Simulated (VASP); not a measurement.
# LiCl (Fm-3m) in VASP: settings compared

Aim: see how the results for LiCl move with the level of theory and the settings. Levels: PBEsol, PBE. Tasks: single point.

Program: VASP 6.6.1. These are calculated values, not measurements. Logs are shortened: lines on timing, memory, paths and dates and some standing lists are left out, and cuts for length are marked.

### Step 1. The cell of the first run

It takes space group Fm-3m (No. 225, cubic). The conventional cell has a = 5.130 Å, b = 5.130 Å, c = 5.130 Å, α = 90.00°, β = 90.00°, γ = 90.00°. Within 3.4 Å of Cl (site symmetry m-3m) lie 6 Li at 2.56 Å. Within 3.4 Å of Li (site symmetry m-3m) lie 6 Cl at 2.56 Å.

### Step 2. Single point, PBEsol

Contents of INCAR:

```
SYSTEM = LiCl
  ALGO = Normal
  EDIFF = 1E-6
  ENCUT = 520
  GGA = PS
  ISIF = 2
  ISMEAR = -1
  LASPH = .TRUE.
  LCHARG = .FALSE.
  LREAL = .FALSE.
  LWAVE = .FALSE.
  NBANDS = 12
  NELM = 100
  PREC = Accurate
  SIGMA = 0.05
```

Contents of KPOINTS:

```
k-points
0
G
  6 6 6
  0 0 0
```

Contents of POSCAR:

```
LiCl
1.0
    0.0000000000      2.5647700000      2.5647700000
    2.5647700000      0.0000000000      2.5647700000
    2.5647700000      2.5647700000      0.0000000000
Cl Li
1 1
Direct
    0.5000000000      0.5000000000      0.5000000000
    0.0000000000      0.0000000000      0.0000000000
```

Potentials or basis: VASP PAW PBE potentials, release 64 (Cl, Li_sv).

On the command line:

```console
$ cat potpaw_PBE.64/Cl/POTCAR potpaw_PBE.64/Li_sv/POTCAR > POTCAR
$ mpirun -np 1 vasp_std > vasp.out
```

OUTCAR:

```text
SYSTEM = LiCl
   EDIFF = 1E-6
   ENCUT = 520
   GGA = PS
   ISIF = 2
   ISMEAR = -1
   LASPH = .TRUE.
   LREAL = .FALSE.
   NELM = 100
   PREC = Accurate

 ion  position               nearest neighbor table
   1  0.500  0.500  0.500-   2 2.56   2 2.56   2 2.56   2 2.56   2 2.56   2 2.56
   2  0.000  0.000  0.000-   1 2.56   1 2.56   1 2.56   1 2.56   1 2.56   1 2.56

  LATTYP: Found a face centered cubic cell.
 ALAT       =     5.1295400000

  Lattice vectors:

 A1 = (   0.0000000000,   2.5647700000,   2.5647700000)
 A2 = (   2.5647700000,   0.0000000000,   2.5647700000)
 A3 = (   2.5647700000,   2.5647700000,   0.0000000000)

Analysis of symmetry for initial positions (statically):
=====================================================================
 Subroutine PRICEL returns:
 Original cell was already a primitive cell.

 Routine SETGRP: Setting up the symmetry group for a
 face centered cubic supercell.

 Subroutine GETGRP returns: Found 48 space group operations
 (whereof 48 operations were pure point group operations)
 out of a pool of 48 trial point group operations.

The static configuration has the point symmetry O_h .

Analysis of symmetry for dynamics (positions and initial velocities):
=====================================================================
 Subroutine PRICEL returns:
 Original cell was already a primitive cell.

 Routine SETGRP: Setting up the symmetry group for a
 face centered cubic supercell.

 Subroutine GETGRP returns: Found 48 space group operations
 (whereof 48 operations were pure point group operations)
 out of a pool of 48 trial point group operations.

The dynamic configuration has the point symmetry O_h .

 Subroutine INISYM returns: Found 48 space group operations
 (whereof 48 operations are pure point group operations),
 and found     1 'primitive' translations

----------------------------------------------------------------------------------------

                                     Primitive cell

  volume of cell :      33.7423

  direct lattice vectors                    reciprocal lattice vectors
     0.000000000  2.564770000  2.564770000    -0.194949255  0.194949255  0.194949255
     2.564770000  0.000000000  2.564770000     0.194949255 -0.194949255  0.194949255
     2.564770000  2.564770000  0.000000000     0.194949255  0.194949255 -0.194949255

  length of vectors
     3.627132518  3.627132518  3.627132518     0.337662014  0.337662014  0.337662014

  position of ions in fractional coordinates (direct lattice)
     0.500000000  0.500000000  0.500000000
     0.000000000  0.000000000  0.000000000

  ion indices of the primitive-cell ions
   primitive index   ion index
                 1           1
                 2           2

----------------------------------------------------------------------------------------

 KPOINTS: k-points

Automatic generation of k-mesh.
 Grid dimensions read from file:
 generate k-points for:    6    6    6

 Generating k-lattice:

  Cartesian coordinates                     Fractional coordinates (reciprocal lattice)
    -0.032491542  0.032491542  0.032491542     0.166666667  0.000000000  0.000000000
     0.032491542 -0.032491542  0.032491542     0.000000000  0.166666667  0.000000000
     0.032491542  0.032491542 -0.032491542     0.000000000  0.000000000  0.166666667

  Length of vectors
     0.056277002  0.056277002  0.056277002

  Shift w.r.t. Gamma in fractional coordinates (k-lattice)
     0.000000000  0.000000000  0.000000000

 Subroutine IBZKPT returns following result:
 ===========================================

 Found     16 irreducible k-points:

 Following reciprocal coordinates:
            Coordinates               Weight
  0.000000  0.000000  0.000000      1.000000
  0.166667  0.000000  0.000000      8.000000
  0.333333  0.000000  0.000000      8.000000
  0.500000  0.000000  0.000000      4.000000
  0.166667  0.166667  0.000000      6.000000
  0.333333  0.166667  0.000000     24.000000
[... 8 lines left out ...]
 -0.333333  0.333333  0.166667     24.000000
 -0.333333  0.500000  0.166667     12.000000
   k-points           NKPTS =     16   k-points in BZ     NKDIM =     16   number of bands    NBANDS=     12
   number of dos      NEDOS =    301   number of ions     NIONS =      2
   total plane-waves  NPLWV =  21952
   dimension x,y,z NGX =    28 NGY =   28 NGZ =   28
   dimension x,y,z NGXF=    56 NGYF=   56 NGZF=   56
   ions per type =               1   1
   NGX,Y,Z   is equivalent  to a cutoff of  12.83, 12.83, 12.83 a.u.
   NGXF,Y,Z  is equivalent  to a cutoff of  25.67, 25.67, 25.67 a.u.
 SYSTEM =  LiCl
   PREC   = accura    normal or accurate (medium, high low for compatibility)
   ISTART =      0    job   : 0-new  1-cont  2-samecut
   ICHARG =      2    charge: 1-file 2-atom 10-const
   ISPIN  =      1    spin polarized calculation?
   LNONCOLLINEAR =      F non collinear calculations
   LSORBIT =      F    spin-orbit coupling
   LASPH  =      T    aspherical Exc in radial PAW
   ENCUT  =  520.0 eV  38.22 Ry    6.18 a.u.   6.74  6.74  6.74*2*pi/ulx,y,z
   NELM   =    100;   NELMIN=  2; NELMDL= -5     # of ELM steps
   EDIFF  = 0.1E-05   stopping-criterion for ELM
   LREAL  =      F    real-space projection
   EDIFFG = 0.1E-04   stopping-criterion for IOM
   NSW    =      0    number of steps for IOM
   IBRION =     -1    ionic relax: 0-MD 1-quasi-New 2-CG
   NFREE  =      0    steps in history (QN), initial steepest desc. (CG)
   ISIF   =      2    stress and relaxation
   ISYM   =      2    0-nonsym 1-usesym 2-fastsym
   POTIM  = 0.5000    time-step for ionic-motion
   TEBEG  =    0.0;   TEEND  =   0.0 temperature during run
   PSTRESS=    0.0 pullay stress
   NELECT =      10.0000    total number of electrons
   NUPDOWN=      -1.0000    fix difference up-down
   EMIN   =  10.00;   EMAX   =-10.00  energy-range for DOS
   EFERMI =   0.00;   METHOD = LEGACY
   ISMEAR =    -1;   SIGMA  =   0.05  broadening in eV -4-tet -1-fermi 0-gaus
   EFERMI_NEDOS =   21; number of points for ismear=-14 and -15
   IALGO  =     38    algorithm
   IMIX   =      4    mixing-type and parameters
     AMIX     =   0.40;   BMIX     =  1.00
     AMIX_MAG =   1.60;   BMIX_MAG =  1.00
  volume/ion in A,a.u.               =      16.87       113.85
  Fermi-wavevector in a.u.,A,eV,Ry     =   1.091482  2.062601 16.209056  1.191332
  Thomas-Fermi vector in A             =   2.227728
   LORBIT       =      0    0 simple, 1 ext, 2 COOP (PROOUT), +10 PAW based schemes
   GGA     = PS    functional components
   LHFCALC =     F    Hartree Fock is set to
   AEXX    =    0.0000 exact exchange contribution
   IVDW    =     0    specifies the selected vdW correction
   LEPSILON=     F    determine dielectric tensor
   LRPA    =     F    only Hartree local field effects (RPA)
 non-spin polarized calculation
  energy-cutoff  :      520.00
  volume of cell :       33.74
 maximum number of plane-waves:       934
   NGX = 13   NGY = 13   NGZ = 13

 number of electron      10.0000005 magnetization

 Free energy of the ion-electron system (eV)
  ---------------------------------------------------
  ext. energy  EPLUGINS =         0.00000000
  ---------------------------------------------------
  free energy    TOTEN  =        -7.63419223 eV

  energy without entropy =       -7.63419223  energy(sigma->0) =       -7.63419223

 E-fermi :   1.6481     XC(G=0):  -8.9102

 val. band max:        0.5350136394   @ k =   0.0000   0.0000   0.0000
 cond. band min:       6.6721671451   @ k =   0.0000   0.0000   0.0000
 fundamental gap:      6.1371535057
 Fermi energy:         1.6481331890

 k-point     1 :       0.0000    0.0000    0.0000
  band No.  band energies     occupation
      1     -42.2806      2.00000
      2     -12.8575      2.00000
      3       0.5350      2.00000
      4       0.5350      2.00000
      5       0.5350      2.00000
      6       6.6722      0.00000
      7      12.3465      0.00000
      8      12.3465      0.00000
      9      12.3465      0.00000
     10      14.9506      0.00000
     11      14.9507      0.00000
     12      14.9514      0.00000

 k-point     2 :       0.1667    0.0000    0.0000
  band No.  band energies     occupation
      1     -42.2800      2.00000
      2     -12.7248      2.00000
      3      -0.3482      2.00000
      4       0.4639      2.00000
      5       0.4639      2.00000
      6       7.3700      0.00000
      7      11.2923      0.00000
      8      11.9303      0.00000
      9      11.9303      0.00000
     10      13.6315      0.00000
     11      13.6315      0.00000
     12      15.5736      0.00000

 k-point     3 :       0.3333    0.0000    0.0000
  band No.  band energies     occupation
      1     -42.2784      2.00000
      2     -12.4355      2.00000
      3      -1.7358      2.00000
      4       0.3332      2.00000
      5       0.3332      2.00000
      6       7.4044      0.00000
      7      10.4727      0.00000
      8      10.4728      0.00000
      9      12.0988      0.00000
     10      15.5382      0.00000
     11      15.5382      0.00000
     12      16.3693      0.00000

 k-point     4 :       0.5000    0.0000    0.0000
  band No.  band energies     occupation
      1     -42.2777      2.00000
      2     -12.2766      2.00000
      3      -2.3378      2.00000
      4       0.2729      2.00000
      5       0.2729      2.00000
      6       7.0965      0.00000
      7       9.9303      0.00000
      8       9.9303      0.00000
      9      13.3611      0.00000
     10      17.2291      0.00000
     11      17.6701      0.00000
     12      17.6701      0.00000

 k-point     5 :       0.1667    0.1667    0.0000
  band No.  band energies     occupation
      1     -42.2797      2.00000
      2     -12.6779      2.00000
      3      -0.2763      2.00000
      4       0.2221      2.00000
      5       0.2221      2.00000
      6       7.8864      0.00000
      7      10.8183      0.00000
      8      11.1578      0.00000
      9      12.5433      0.00000
     10      12.5433      0.00000
     11      15.5803      0.00000
     12      16.5401      0.00000
[... 108 lines left out ...]
      1     -42.2769      2.00000
      2     -12.0262      2.00000
      3      -2.4246      2.00000
      4      -0.5887      2.00000
      5      -0.5887      2.00000
      6       8.3051      0.00000
      7       8.6251      0.00000
      8      12.8064      0.00000
      9      14.5258      0.00000
     10      14.5258      0.00000
     11      17.5732      0.00000
     12      19.1669      0.00000

 k-point    14 :       0.5000    0.3333    0.1667
  band No.  band energies     occupation
      1     -42.2775      2.00000
      2     -12.2145      2.00000
      3      -1.7507      2.00000
      4      -0.8581      2.00000
      5      -0.1043      2.00000
      6       9.4177      0.00000
      7       9.7907      0.00000
      8      10.0450      0.00000
      9      12.2842      0.00000
     10      14.4514      0.00000
     11      18.2754      0.00000
     12      18.7810      0.00000

 k-point    15 :      -0.3333    0.3333    0.1667
  band No.  band energies     occupation
      1     -42.2770      2.00000
      2     -12.0980      2.00000
      3      -1.8837      2.00000
      4      -1.2399      2.00000
      5      -0.2675      2.00000
      6       9.2873      0.00000
      7       9.7814      0.00000
      8      11.3730      0.00000
      9      11.5442      0.00000
     10      15.6225      0.00000
     11      16.4588      0.00000
     12      18.9614      0.00000

 k-point    16 :      -0.3333    0.5000    0.1667
  band No.  band energies     occupation
      1     -42.2768      2.00000
      2     -12.0328      2.00000
      3      -2.0528      2.00000
      4      -1.1575      2.00000
      5      -0.5579      2.00000
      6       9.1672      0.00000
      7       9.7611      0.00000
      8      11.7725      0.00000
      9      11.8080      0.00000
     10      15.3404      0.00000
     11      17.6739      0.00000
     12      19.2048      0.00000

------------------------ aborting loop because EDIFF is reached ----------------------------------------

  FORCE on cell =-STRESS in cart. coord.  units (eV):
  Direction    XX          YY          ZZ          XY          YZ          ZX
  --------------------------------------------------------------------------------------
  -------------------------------------------------------------------------------------
  Total       -0.2767802     -0.2767802     -0.2767802     -0.0000000      0.0000000      0.0000000
  in kB      -13.1422676    -13.1422676    -13.1422676     -0.0000000      0.0000000      0.0000000
  external PRESSURE =     -13.1422676 kB  Pullay stress =       0.0000000 kB

 VOLUME and BASIS-vectors are now :
 -----------------------------------------------------------------------------
  energy-cutoff  :      520.00
  volume of cell :       33.74
      direct lattice vectors                 reciprocal lattice vectors
     0.000000000  2.564770000  2.564770000    -0.194949255  0.194949255  0.194949255
     2.564770000  0.000000000  2.564770000     0.194949255 -0.194949255  0.194949255
     2.564770000  2.564770000  0.000000000     0.194949255  0.194949255 -0.194949255

 POSITION                                       TOTAL-FORCE (eV/Angst)
 -----------------------------------------------------------------------------------
      2.56477      2.56477      2.56477         0.000000     -0.000000     -0.000000
      0.00000      0.00000      0.00000        -0.000000      0.000000      0.000000
 -----------------------------------------------------------------------------------
    total drift:                                0.000000      0.000000      0.000000

  FREE ENERGIE OF THE ION-ELECTRON SYSTEM (eV)
  ---------------------------------------------------
  free  energy   TOTEN  =        -7.6341922348 eV

  energy  without entropy=       -7.6341922347  energy(sigma->0) =       -7.63419223
```

Run time: 4.4 s. Hardware: 1 thread of Intel Xeon Platinum 8488C (Sapphire Rapids), shared host; peak memory 0.14 GiB.

Results:

```yaml
Free_energy: -7.6342 eV
Band_gap_on_the_k_mesh: 6.14 eV, direct
```

Caveat: the cutoff is under 1.25 times the usual one of these potentials, so pressure, stress and relaxed cells hold a basis-set (Pulay) error; the PAW data sets were made with another functional, which shifts forces and pressure a little.

[end of part 1 of 2]
